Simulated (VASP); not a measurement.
# Pd (Fm-3m) in VASP: further runs, part 2 of 2

VASP 6.6.1.

## (3) Single point, PBEsol

This run uses another cell than the first one, of 15.64 Å³/atom, 1.019 times its volume.

File INCAR:

```
ALGO = Normal
EDIFF = 1E-7
ENCUT = 520
GGA = PS
ISIF = 2
ISMEAR = -1
LASPH = T
LCHARG = F
LREAL = F
LWAVE = F
NBANDS = 11
NELM = 60
PREC = Accurate
SIGMA = 0.1
```

File KPOINTS:

```
k-points
0
Gamma
  12 12 12
```

File POSCAR:

```
Pd
1.0
    0.0000000000      1.9846763588      1.9846763588
    1.9846763588      0.0000000000      1.9846763588
    1.9846763588      1.9846763588      0.0000000000
Pd
1
Direct
    0.0000000000      0.0000000000      0.0000000000
```

Potentials or basis: VASP PAW PBE potentials, release 64 (Pd).

Run with:

```
$ cat potpaw_PBE.64/Pd/POTCAR > POTCAR
$ mpirun -np 1 vasp_std > vasp.out
```

OUTCAR:

```text
EDIFF = 1E-7
   ENCUT = 520
   GGA = PS
   ISIF = 2
   ISMEAR = -1
   LASPH = T
   LREAL = F
   NELM = 60
   PREC = Accurate

 ion  position               nearest neighbor table
   1  0.000  0.000  0.000-

  LATTYP: Found a face centered cubic cell.
 ALAT       =     3.9693527176

  Lattice vectors:

 A1 = (   0.0000000000,   1.9846763588,   1.9846763588)
 A2 = (   1.9846763588,   0.0000000000,   1.9846763588)
 A3 = (   1.9846763588,   1.9846763588,   0.0000000000)

Analysis of symmetry for initial positions (statically):
=====================================================================
 Subroutine PRICEL returns:
 Original cell was already a primitive cell.

 Routine SETGRP: Setting up the symmetry group for a
 face centered cubic supercell.

 Subroutine GETGRP returns: Found 48 space group operations
 (whereof 48 operations were pure point group operations)
 out of a pool of 48 trial point group operations.

The static configuration has the point symmetry O_h .

Analysis of symmetry for dynamics (positions and initial velocities):
=====================================================================
 Subroutine PRICEL returns:
 Original cell was already a primitive cell.

 Routine SETGRP: Setting up the symmetry group for a
 face centered cubic supercell.

 Subroutine GETGRP returns: Found 48 space group operations
 (whereof 48 operations were pure point group operations)
 out of a pool of 48 trial point group operations.

The dynamic configuration has the point symmetry O_h .

 Subroutine INISYM returns: Found 48 space group operations
 (whereof 48 operations are pure point group operations),
 and found     1 'primitive' translations

----------------------------------------------------------------------------------------

                                     Primitive cell

  volume of cell :      15.6350

  direct lattice vectors                    reciprocal lattice vectors
     0.000000000  1.984676359  1.984676359    -0.251930244  0.251930244  0.251930244
     1.984676359  0.000000000  1.984676359     0.251930244 -0.251930244  0.251930244
     1.984676359  1.984676359  0.000000000     0.251930244  0.251930244 -0.251930244

  length of vectors
     2.806756224  2.806756224  2.806756224     0.436355983  0.436355983  0.436355983

  position of ions in fractional coordinates (direct lattice)
     0.000000000  0.000000000  0.000000000

  ion indices of the primitive-cell ions
   primitive index   ion index
                 1           1

----------------------------------------------------------------------------------------

 KPOINTS: k-points

Automatic generation of k-mesh.
 Grid dimensions read from file:
 generate k-points for:   12   12   12

 Generating k-lattice:

  Cartesian coordinates                     Fractional coordinates (reciprocal lattice)
    -0.020994187  0.020994187  0.020994187     0.083333333  0.000000000  0.000000000
     0.020994187 -0.020994187  0.020994187     0.000000000  0.083333333  0.000000000
     0.020994187  0.020994187 -0.020994187     0.000000000  0.000000000  0.083333333

  Length of vectors
     0.036362999  0.036362999  0.036362999

  Shift w.r.t. Gamma in fractional coordinates (k-lattice)
     0.000000000  0.000000000  0.000000000

 Subroutine IBZKPT returns following result:
 ===========================================

 Found     72 irreducible k-points:

 Following reciprocal coordinates:
            Coordinates               Weight
  0.000000  0.000000  0.000000      1.000000
  0.083333  0.000000  0.000000      8.000000
  0.166667  0.000000  0.000000      8.000000
  0.250000  0.000000  0.000000      8.000000
  0.333333  0.000000  0.000000      8.000000
  0.416667  0.000000  0.000000      8.000000
[... 16 lines left out ...]
  0.500000  0.166667  0.000000     24.000000
 -0.416667  0.166667  0.000000     24.000000
 [... further k-points ...]
   k-points           NKPTS =     72   k-points in BZ     NKDIM =     72   number of bands    NBANDS=     11
   number of dos      NEDOS =    301   number of ions     NIONS =      1
   total plane-waves  NPLWV =  13824
   dimension x,y,z NGX =    24 NGY =   24 NGZ =   24
   dimension x,y,z NGXF=    48 NGYF=   48 NGZF=   48
   ions per type =               1
   NGX,Y,Z   is equivalent  to a cutoff of  14.22, 14.22, 14.22 a.u.
   NGXF,Y,Z  is equivalent  to a cutoff of  28.43, 28.43, 28.43 a.u.
 SYSTEM =  unknown system
   PREC   = accura    normal or accurate (medium, high low for compatibility)
   ISTART =      0    job   : 0-new  1-cont  2-samecut
   ICHARG =      2    charge: 1-file 2-atom 10-const
   ISPIN  =      1    spin polarized calculation?
   LNONCOLLINEAR =      F non collinear calculations
   LSORBIT =      F    spin-orbit coupling
   LASPH  =      T    aspherical Exc in radial PAW
   ENCUT  =  520.0 eV  38.22 Ry    6.18 a.u.   5.22  5.22  5.22*2*pi/ulx,y,z
   NELM   =     60;   NELMIN=  2; NELMDL= -5     # of ELM steps
   EDIFF  = 0.1E-06   stopping-criterion for ELM
   LREAL  =      F    real-space projection
   EDIFFG = 0.1E-05   stopping-criterion for IOM
   NSW    =      0    number of steps for IOM
   IBRION =     -1    ionic relax: 0-MD 1-quasi-New 2-CG
   NFREE  =      0    steps in history (QN), initial steepest desc. (CG)
   ISIF   =      2    stress and relaxation
   ISYM   =      2    0-nonsym 1-usesym 2-fastsym
   POTIM  = 0.5000    time-step for ionic-motion
   TEBEG  =    0.0;   TEEND  =   0.0 temperature during run
   PSTRESS=    0.0 pullay stress
   NELECT =      10.0000    total number of electrons
   NUPDOWN=      -1.0000    fix difference up-down
   EMIN   =  10.00;   EMAX   =-10.00  energy-range for DOS
   EFERMI =   0.00;   METHOD = LEGACY
   ISMEAR =    -1;   SIGMA  =   0.10  broadening in eV -4-tet -1-fermi 0-gaus
   EFERMI_NEDOS =   21; number of points for ismear=-14 and -15
   IALGO  =     38    algorithm
   IMIX   =      4    mixing-type and parameters
     AMIX     =   0.40;   BMIX     =  1.00
     AMIX_MAG =   1.60;   BMIX_MAG =  1.00
  volume/ion in A,a.u.               =      15.64       105.51
  Fermi-wavevector in a.u.,A,eV,Ry     =   1.410507  2.665471 27.069185  1.989529
  Thomas-Fermi vector in A             =   2.532453
   LORBIT       =      0    0 simple, 1 ext, 2 COOP (PROOUT), +10 PAW based schemes
   GGA     = PS    functional components
   LHFCALC =     F    Hartree Fock is set to
   AEXX    =    0.0000 exact exchange contribution
   IVDW    =     0    specifies the selected vdW correction
   LEPSILON=     F    determine dielectric tensor
   LRPA    =     F    only Hartree local field effects (RPA)
 non-spin polarized calculation
  energy-cutoff  :      520.00
  volume of cell :       15.64
 maximum number of plane-waves:       444
 NGX is ok and might be reduce to    24
   NGX = 11   NGY = 11   NGZ = 11

 number of electron      10.0000001 magnetization

 Free energy of the ion-electron system (eV)
  ---------------------------------------------------
  ext. energy  EPLUGINS =         0.00000000
  ---------------------------------------------------
  free energy    TOTEN  =        -5.95646464 eV

  energy without entropy =       -5.88950943  energy(sigma->0) =       -5.92298703

 E-fermi :   8.6718     XC(G=0): -13.0225

 val. band max:        8.6445694049   @ k =   0.5000   0.0833   0.0000
 cond. band min:       8.6731799365   @ k =   0.5000   0.1667   0.0000
 fundamental gap:      0.0286105317
 Fermi energy:         8.6717647483

 k-point     1 :       0.0000    0.0000    0.0000
  band No.  band energies     occupation
      1       1.8718      2.00000
      2       6.0609      2.00000
      3       6.0609      2.00000
      4       6.0609      2.00000
      5       7.5422      1.99998
      6       7.5422      1.99998
      7      25.7510      0.00000
      8      30.1868      0.00000
      9      30.1868      0.00000
     10      30.1868      0.00000
     11      34.8267      0.00000

 k-point     2 :       0.0833    0.0000    0.0000
  band No.  band energies     occupation
      1       2.1099      2.00000
      2       5.9831      2.00000
      3       6.1390      2.00000
      4       6.1390      2.00000
      5       7.5076      1.99998
      6       7.5076      1.99998
      7      25.9557      0.00000
      8      28.6968      0.00000
      9      30.4307      0.00000
     10      30.4307      0.00000
     11      35.0645      0.00000
[... 295 lines left out ...]
 k-point    24 :      -0.4167    0.1667    0.0000
  band No.  band energies     occupation
      1       4.3347      2.00000
      2       5.6379      2.00000
      3       6.5201      2.00000
      4       6.8973      2.00000
      5       8.4298      1.83669
      6      12.1173      0.00000
      7      15.7752      0.00000
      8      24.0060      0.00000
      9      27.0657      0.00000
     10      27.8277      0.00000
     11      35.0549      0.00000

 [... further k-points ...]
[... 5 lines left out ...]
  --------------------------------------------------------------------------------------
  -------------------------------------------------------------------------------------
  Total       -1.1810114     -1.1810114     -1.1810114      0.0000000      0.0000000      0.0000000
  in kB     -121.0223529   -121.0223529   -121.0223529      0.0000000      0.0000000      0.0000000
  external PRESSURE =    -121.0223529 kB  Pullay stress =       0.0000000 kB

 VOLUME and BASIS-vectors are now :
 -----------------------------------------------------------------------------
  energy-cutoff  :      520.00
  volume of cell :       15.64
      direct lattice vectors                 reciprocal lattice vectors
     0.000000000  1.984676359  1.984676359    -0.251930244  0.251930244  0.251930244
     1.984676359  0.000000000  1.984676359     0.251930244 -0.251930244  0.251930244
     1.984676359  1.984676359  0.000000000     0.251930244  0.251930244 -0.251930244

 POSITION                                       TOTAL-FORCE (eV/Angst)
 -----------------------------------------------------------------------------------
      0.00000      0.00000      0.00000         0.000000      0.000000      0.000000
 -----------------------------------------------------------------------------------
    total drift:                                0.000000      0.000000     -0.000000

  FREE ENERGIE OF THE ION-ELECTRON SYSTEM (eV)
  ---------------------------------------------------
  free  energy   TOTEN  =        -5.9564646416 eV

  energy  without entropy=       -5.8895094268  energy(sigma->0) =       -5.92298703
```

OSZICAR:

```text
N       E                     dE             d eps       ncg     rms          rms(c)
DAV:   1     0.408528644567E+02    0.40853E+02   -0.51733E+03  1592   0.852E+02
DAV:   2    -0.579982200086E+01   -0.46653E+02   -0.44889E+02  1794   0.179E+02
DAV:   3    -0.632790571370E+01   -0.52808E+00   -0.52446E+00  1886   0.203E+01
DAV:   4    -0.633058377676E+01   -0.26781E-02   -0.26775E-02  1862   0.154E+00
DAV:   5    -0.633061619433E+01   -0.32418E-04   -0.32416E-04  2088   0.150E-01    0.715E+00
DAV:   6    -0.596848574035E+01    0.36213E+00   -0.16583E+00  1914   0.103E+01    0.311E+00
DAV:   7    -0.596027624179E+01    0.82095E-02   -0.12897E-02  1989   0.823E-01    0.173E+00
DAV:   8    -0.595646854033E+01    0.38077E-02   -0.10330E-03  1947   0.265E-01    0.684E-02
DAV:   9    -0.595646161155E+01    0.69288E-05   -0.52826E-05  2177   0.614E-02    0.145E-02
DAV:  10    -0.595646500676E+01   -0.33952E-05   -0.30293E-06  1915   0.170E-02    0.584E-03
DAV:  11    -0.595646462348E+01    0.38328E-06   -0.63110E-08  1742   0.258E-03    0.714E-04
DAV:  12    -0.595646464162E+01   -0.18142E-07   -0.26034E-09  1233   0.326E-04
   1 F= -.59564646E+01 E0= -.59229870E+01  d E =-.669552E-01
```

Wall time 10 s (1 thread of Intel Xeon Platinum 8259CL at 2.50GHz (Skylake/Cascade Lake), shared host); peak memory 0.14 GiB.

What came out:

```
Free energy            : -5.9565 eV
Pressure               : -12.1 GPa
Band gap on the k mesh : zero (band 5 reaches 8.92 eV, above the bottom of band 6 at 7.49 eV)
```

Caveat: the PAW data sets were made with another functional, which shifts forces and pressure a little.
